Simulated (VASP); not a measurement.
SnTe3:

```xyz
4
Lattice="0.0000 3.9120 3.9120 3.9120 0.0000 3.9120 3.9120 3.9120 0.0000" Properties=species:S:1:pos:R:3 pbc="T T T"
Te    3.9120    3.9120    3.9120
Te    5.8680    5.8680    5.8680
Te    1.9560    1.9560    1.9560
Sn    0.0000    0.0000    0.0000
```

Base run:

| Item | Value |
| --- | --- |
| Program | VASP 6.6.1 |
| Functional | PBE |
| Potentials or basis | VASP PAW PBE potentials, release 64 (Te, Sn_d) |
| Cutoff | 520 eV |
| k mesh | 6 × 6 × 6 |
| Occupations | fermi-dirac, width 0.05 eV |
| Spin | no spin polarisation |

Its results: band gap on the k mesh zero (band 16 reaches 7.58 eV, above the bottom of band 17 at 5.49 eV); pressure -1.7 GPa.

Q: After a change of settings the same cell gave: band gap on the k mesh zero (band 16 reaches 7.44 eV, above the bottom of band 17 at 5.34 eV); pressure -4.4 GPa. Which change was it?
A. functional from PBE to PBEsol
B. further incar settings from ALGO = Normal; EDIFF = 1e-07; NBANDS = 24 to ALGO = Normal; EDIFF = 1e-06; NBANDS = 24
C. functional from PBE to r2SCAN; further incar settings from ALGO = Normal; EDIFF = 1e-07; NBANDS = 24 to ALGO = Normal; EDIFF = 1e-06; NBANDS = 24

A: A.

PBEsol binds more tightly than PBE, so the same cell stands under less pressure.

Caveats: spin-orbit coupling is left out, which moves the levels of the heavy elements; the PAW data sets were made with another functional, which shifts forces and pressure a little (some runs).
